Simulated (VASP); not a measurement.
# F in VASP: single point with revPBE

Aim: the single point of F with revPBE.

Everything below comes from runs of VASP 6.6.1. Logs are shortened: lines on timing, memory, paths and dates and some standing lists are left out, and cuts for length are marked.

## Step 1: The cell of the first run

The cell holds a single atom in a box, 1 atom: a = 14.000 Å, b = 14.400 Å, c = 14.800 Å, α = 90.00°, β = 90.00°, γ = 90.00°.

## Step 2: Single point, revPBE, collinear spin

Contents of INCAR:

```
PREC = Accurate ; ENCUT = 520
EDIFF = 1E-6 ; ISMEAR = -1
SIGMA = 0.01 ; LREAL = False
LASPH = True ; NELM = 150
ALGO = Normal ; ISIF = 2
LWAVE = False ; LCHARG = True
ISPIN = 2 ; MAGMOM = 1
LORBIT = 11 ; GGA = RE
LELF = True ; LVHAR = True
ISYM = 0 ; NBANDS = 14
```

Contents of KPOINTS:

```
regular mesh
0
Gamma
  1 1 1
```

Contents of POSCAR:

```
F
1.0
   14.0000000000      0.0000000000      0.0000000000
    0.0000000000     14.4000000000      0.0000000000
    0.0000000000      0.0000000000     14.8000000000
F
1
Direct
    0.5000000000      0.5000000000      0.5000000000
```

Potentials or basis: VASP PAW PBE potentials, release 64 (F).

Run with:

```bash
$ cat potpaw_PBE.64/F/POTCAR > POTCAR
$ mpirun -np 1 vasp_gam > vasp.out
```

OUTCAR:

```text
PREC = Accurate
   ENCUT = 520
   EDIFF = 1E-6
   ISMEAR = -1
   LREAL = False
   LASPH = True
   NELM = 150
   ISIF = 2
   ISPIN = 2
   LORBIT = 11
   GGA = RE
   ISYM = 0

 ion  position               nearest neighbor table
   1  0.500  0.500  0.500-

IMPORTANT INFORMATION: All symmetrisations will be switched off!
NOSYMM: (Re-)initialisation of all symmetry stuff for point group C_1.

----------------------------------------------------------------------------------------

                                     Primitive cell

  volume of cell :    2983.6800

  direct lattice vectors                    reciprocal lattice vectors
    14.000000000  0.000000000  0.000000000     0.071428571  0.000000000  0.000000000
     0.000000000 14.400000000  0.000000000     0.000000000  0.069444444  0.000000000
     0.000000000  0.000000000 14.800000000     0.000000000  0.000000000  0.067567568

  length of vectors
    14.000000000 14.400000000 14.800000000     0.071428571  0.069444444  0.067567568

  position of ions in fractional coordinates (direct lattice)
     0.500000000  0.500000000  0.500000000

  ion indices of the primitive-cell ions
   primitive index   ion index
                 1           1

----------------------------------------------------------------------------------------

 KPOINTS: regular mesh

Automatic generation of k-mesh.
 Grid dimensions read from file:
 generate k-points for:    1    1    1

 Generating k-lattice:

  Cartesian coordinates                     Fractional coordinates (reciprocal lattice)
     0.071428571  0.000000000  0.000000000     1.000000000  0.000000000  0.000000000
     0.000000000  0.069444444  0.000000000     0.000000000  1.000000000  0.000000000
     0.000000000  0.000000000  0.067567568     0.000000000  0.000000000  1.000000000

  Length of vectors
     0.071428571  0.069444444  0.067567568

  Shift w.r.t. Gamma in fractional coordinates (k-lattice)
     0.000000000  0.000000000  0.000000000

 Subroutine IBZKPT returns following result:
 ===========================================

 Found      1 irreducible k-points:

 Following reciprocal coordinates:
            Coordinates               Weight
  0.000000  0.000000  0.000000      1.000000
   k-points           NKPTS =      1   k-points in BZ     NKDIM =      1   number of bands    NBANDS=     14
   number of dos      NEDOS =    301   number of ions     NIONS =      1
   total plane-waves  NPLWV = ******
   dimension x,y,z NGX =   108 NGY =  108 NGZ =  112
   dimension x,y,z NGXF=   216 NGYF=  216 NGZF=  224
   ions per type =               1
   NGX,Y,Z   is equivalent  to a cutoff of  12.82, 12.47, 12.58 a.u.
   NGXF,Y,Z  is equivalent  to a cutoff of  25.65, 24.94, 25.16 a.u.
 SYSTEM =  unknown system
   PREC   = accura    normal or accurate (medium, high low for compatibility)
   ISTART =      0    job   : 0-new  1-cont  2-samecut
   ICHARG =      2    charge: 1-file 2-atom 10-const
   ISPIN  =      2    spin polarized calculation?
   LNONCOLLINEAR =      F non collinear calculations
   LSORBIT =      F    spin-orbit coupling
   LASPH  =      T    aspherical Exc in radial PAW
   ENCUT  =  520.0 eV  38.22 Ry    6.18 a.u.  26.03 26.77 27.52*2*pi/ulx,y,z
   NELM   =    150;   NELMIN=  2; NELMDL= -5     # of ELM steps
   EDIFF  = 0.1E-05   stopping-criterion for ELM
   LREAL  =      F    real-space projection
   EDIFFG = 0.1E-04   stopping-criterion for IOM
   NSW    =      0    number of steps for IOM
   IBRION =     -1    ionic relax: 0-MD 1-quasi-New 2-CG
   NFREE  =      0    steps in history (QN), initial steepest desc. (CG)
   ISIF   =      2    stress and relaxation
   ISYM   =      0    0-nonsym 1-usesym 2-fastsym
   POTIM  = 0.5000    time-step for ionic-motion
   TEBEG  =    0.0;   TEEND  =   0.0 temperature during run
   PSTRESS=    0.0 pullay stress
   NELECT =       7.0000    total number of electrons
   NUPDOWN=      -1.0000    fix difference up-down
   EMIN   =  10.00;   EMAX   =-10.00  energy-range for DOS
   EFERMI =   0.00;   METHOD = LEGACY
   ISMEAR =    -1;   SIGMA  =   0.01  broadening in eV -4-tet -1-fermi 0-gaus
   EFERMI_NEDOS =   21; number of points for ismear=-14 and -15
   IALGO  =     38    algorithm
   IMIX   =      4    mixing-type and parameters
     AMIX     =   0.40;   BMIX     =  1.00
     AMIX_MAG =   1.60;   BMIX_MAG =  1.00
  volume/ion in A,a.u.               =    2983.68     20134.87
  Fermi-wavevector in a.u.,A,eV,Ry     =   0.217532  0.411076  0.643831  0.047320
  Thomas-Fermi vector in A             =   0.994525
   LORBIT       =     11    0 simple, 1 ext, 2 COOP (PROOUT), +10 PAW based schemes
   GGA     = RE    functional components
   LHFCALC =     F    Hartree Fock is set to
   AEXX    =    0.0000 exact exchange contribution
   IVDW    =     0    specifies the selected vdW correction
   LEPSILON=     F    determine dielectric tensor
   LRPA    =     F    only Hartree local field effects (RPA)
 spin polarized calculation
  energy-cutoff  :      520.00
  volume of cell :     2983.68
 maximum number of plane-waves:     40220
 NGX is ok and might be reduce to   108
   NGX = 53   NGY = 53   NGZ = 55

 number of electron       6.9999992 magnetization       0.9999998

 Free energy of the ion-electron system (eV)
  ---------------------------------------------------
  ext. energy  EPLUGINS =         0.00000000
  ---------------------------------------------------
  free energy    TOTEN  =        -0.44109940 eV

  energy without entropy =       -0.42200398  energy(sigma->0) =       -0.43155169

 E-fermi : -10.1072     XC(G=0):  -0.1666

 val. band max:      -10.1141315271   @ k =   0.0000   0.0000   0.0000
 cond. band min:      -0.2979157670   @ k =   0.0000   0.0000   0.0000
 fundamental gap:      9.8162157601
 Fermi energy:       -10.1072022103

 spin component 1

 k-point     1 :       0.0000    0.0000    0.0000
  band No.  band energies     occupation
      1     -30.6811      1.00000
      2     -11.7650      1.00000
      3     -11.7650      1.00000
      4     -11.7650      1.00000
      5      -0.2979      0.00000
      6       0.2810      0.00000
      7       0.5759      0.00000
      8       0.6089      0.00000
      9       0.6438      0.00000
     10       0.6647      0.00000
     11       0.7097      0.00000
     12       1.1647      0.00000
     13       1.2123      0.00000
     14       1.2218      0.00000
 Fermi energy:       -10.1072022103

 spin component 2

 k-point     1 :       0.0000    0.0000    0.0000
  band No.  band energies     occupation
      1     -28.9661      1.00000
      2     -10.1141      0.66673
      3     -10.1141      0.66665
      4     -10.1141      0.66662
      5      -0.2742      0.00000
      6       0.2923      0.00000
      7       0.5727      0.00000
      8       0.6066      0.00000
      9       0.6421      0.00000
     10       0.6609      0.00000
     11       0.7053      0.00000
     12       1.1748      0.00000
     13       1.2085      0.00000
     14       1.2177      0.00000

------------------------ aborting loop because EDIFF is reached ----------------------------------------

  FORCE on cell =-STRESS in cart. coord.  units (eV):
  Direction    XX          YY          ZZ          XY          YZ          ZX
  --------------------------------------------------------------------------------------
  -------------------------------------------------------------------------------------
  Total       -0.0439788     -0.0428494     -0.0434003      0.0000111      0.0000838     -0.0002539
  in kB       -0.0236158     -0.0230093     -0.0233051      0.0000060      0.0000450     -0.0001364
  external PRESSURE =      -0.0233101 kB  Pullay stress =       0.0000000 kB

 VOLUME and BASIS-vectors are now :
 -----------------------------------------------------------------------------
  energy-cutoff  :      520.00
  volume of cell :     2983.68
      direct lattice vectors                 reciprocal lattice vectors
    14.000000000  0.000000000  0.000000000     0.071428571  0.000000000  0.000000000
     0.000000000 14.400000000  0.000000000     0.000000000  0.069444444  0.000000000
     0.000000000  0.000000000 14.800000000     0.000000000  0.000000000  0.067567568

 POSITION                                       TOTAL-FORCE (eV/Angst)
 -----------------------------------------------------------------------------------
      7.00000      7.20000      7.40000        -0.000000      0.000000      0.000000
 -----------------------------------------------------------------------------------
    total drift:                               -0.000000      0.000000      0.000000

  FREE ENERGIE OF THE ION-ELECTRON SYSTEM (eV)
  ---------------------------------------------------
  free  energy   TOTEN  =        -0.4410994043 eV

  energy  without entropy=       -0.4220039793  energy(sigma->0) =       -0.43155169

 total charge

# of ion       s       p       d       tot
------------------------------------------
    1        1.764   3.998   0.000   5.762

 magnetization (x)

# of ion       s       p       d       tot
------------------------------------------
    1        0.003   0.845   0.000   0.848
```

Run time: 17 min. Hardware: 1 thread of Intel Xeon 8259CL, shared host; peak memory 2.8 GiB.

What came out:

```
Free energy                                           : -0.4411 eV
Pressure                                              : 0.0 GPa
Band gap on the k mesh                                : zero (filled and empty bands touch)
Net moment                                            : 1.00 μB per cell
Site moments                                          : F +0.85 μB
Valence electrons inside the program's atomic spheres : F 5.76
```

Levels at points of the mesh, in eV from the Fermi level:
Spin up:
| k point | band 1 | band 2 | band 3 | band 4 | band 5 | band 6 | band 7 | band 8 | band 9 |
| --- | --- | --- | --- | --- | --- | --- | --- | --- | --- |
| (0.00, 0.00, 0.00) | -20.57 | -1.66 | -1.66 | -1.66 | 9.81 | 10.39 | 10.68 | 10.72 | 10.75 |
Spin down:
```
           k point  band 1  band 2  band 3  band 4  band 5  band 6  band 7  band 8
(0.00, 0.00, 0.00)  -18.86   -0.01   -0.01   -0.01    9.83   10.40   10.68   10.71
```

Caveat: the PAW data sets were made with another functional, which shifts forces and pressure a little.
